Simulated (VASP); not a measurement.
A run of VASP 6.6.1 is set up as follows.

File INCAR:

```
SYSTEM = GaAs
PREC = Accurate
ENCUT = 520
EDIFF = 1E-6
ISMEAR = 0
SIGMA = 0.1
LREAL = .False.
LASPH = .True.
NELM = 100
ALGO = Normal
ISIF = 2
LWAVE = .False.
LCHARG = .False.
NBANDS = 16
```

File KPOINTS:

```
regular mesh
0
Gamma
  10 10 10
  0 0 0
```

Contents of POSCAR:

```
GaAs
1.0
    0.0000000000      2.8015691422      2.8015691422
    2.8015691422      0.0000000000      2.8015691422
    2.8015691422      2.8015691422      0.0000000000
Ga As
1 1
Direct
    0.0000000000      0.0000000000      0.0000000000
    0.7500000000      0.7500000000      0.7500000000
```

Potentials or basis: VASP PAW LDA potentials, release 64 (Ga_d, As).

Command:

```sh
$ cat potpaw_LDA.64/Ga_d/POTCAR potpaw_LDA.64/As/POTCAR > POTCAR
$ mpirun -np 1 vasp_std > vasp.out
```

Q: What does it give for the band gap on the k mesh?

A: 0.54 eV, direct.

Q: What does it give for the pressure?

A: 0.3 GPa.

A k mesh can miss the band edges.
